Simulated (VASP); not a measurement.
Here is a VASP 6.6.1 calculation.

INCAR

```
ALGO = Normal
EDIFF = 1E-7
ENCUT = 520
GGA = PS
ISIF = 2
ISMEAR = -1
ISPIN = 2
LASPH = True
LCHARG = True
LELF = True
LMAXMIX = 4
LORBIT = 11
LREAL = False
LVHAR = True
LWAVE = False
MAGMOM = 2 0
NBANDS = 18
NELM = 150
PREC = Accurate
SIGMA = 0.05
```

The input KPOINTS:

```
k-points
0
Gamma
  16 16 16
```

Contents of POSCAR:

```
CoO
1.0
    0.0213150000      2.1421575000      2.1421575000
    2.1421575000      0.0213150000      2.1421575000
    2.1421575000      2.1421575000      0.0213150000
Co O
1 1
Direct
    0.0000000000      0.0000000000      0.0000000000
    0.5000000000      0.5000000000      0.5000000000
```

Potentials or basis: VASP PAW PBE potentials, release 64 (Co, O).

The run is started by

```sh
$ cat potpaw_PBE.64/Co/POTCAR potpaw_PBE.64/O/POTCAR > POTCAR
$ mpirun -np 1 vasp_std > vasp.out
```

(1) What does it give for the site moments?

(2) What does it give for the net moment?

Results:

(1) Co +2.57; O +0.32 μB.

(2) 2.94 μB per cell.

Caveat: the cell differs from its parent crystal (equal xy, yz and zx shear strains of +1 %); the cell stands under tension; a cell with one magnetic atom can't hold antiferromagnetic order, which such compounds often take.
